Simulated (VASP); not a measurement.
Here is a VASP 6.6.1 calculation.

File INCAR:

```
SYSTEM = Te2Mo
ALGO     = Normal         ! electronic algorithm
EDIFF    = 1E-6           ! SCF threshold, eV
ENCUT    = 520            ! plane-wave cutoff, eV
GGA      = PS             ! functional
ISIF     = 2              ! what is computed and relaxed
ISMEAR   = 0              ! smearing method
LASPH    = .True.         ! aspherical terms in the spheres
LCHARG   = .False.        ! write CHGCAR
LREAL    = .False.        ! projectors in reciprocal space
LWAVE    = .False.        ! write WAVECAR
NBANDS   = 35             ! bands
NELM     = 100            ! most SCF steps
PREC     = Accurate       ! precision mode
SIGMA    = 0.05           ! smearing width, eV
```

KPOINTS

```
k-points
0
Gamma
  12 12 2
  0 0 0
```

The input POSCAR:

```
Te2Mo
1.0
    3.5813440987      0.0000000000      0.0000000000
   -1.7906720493      3.1015349692      0.0000000000
    0.0000000000      0.0000000000     13.3081120128
Te Mo
4 2
Direct
    0.3333333333      0.6666666667      0.6211281373
    0.6666666667      0.3333333333      0.1211281373
    0.3333333333      0.6666666667      0.8788718627
    0.6666666667      0.3333333333      0.3788718627
    0.3333333333      0.6666666667      0.2500000000
    0.6666666667      0.3333333333      0.7500000000
```

Potentials or basis: VASP PAW PBE potentials, release 64 (Te, Mo_sv).

Launch:

```console
$ cat potpaw_PBE.64/Te/POTCAR potpaw_PBE.64/Mo_sv/POTCAR > POTCAR
$ mpirun -np 1 vasp_std > vasp.out
```

Task: What does it give for the band gap on the k mesh?

Result: 0.16 eV, indirect (least direct gap 0.81 eV).

Task: What does it give for the pressure?

Result: 1.7 GPa.

Task: Estimate the largest force.

Result: 0.830 eV/Å.

Stress tensor (GPa, compression positive):
```
-1.09  0.00  0.00
 0.00 -1.09  0.00
 0.00  0.00  7.37
```

Caveat: the cell differs from its parent crystal (strain +0.025 along x and y, -0.050 along z); the PAW data sets were made with another functional, which shifts forces and pressure a little; spin-orbit coupling is left out, which moves the levels of the heavy elements; this functional lacks dispersion, which binds the layers, so the pressure and a relaxed spacing across them are unreliable. A k mesh can miss the band edges.
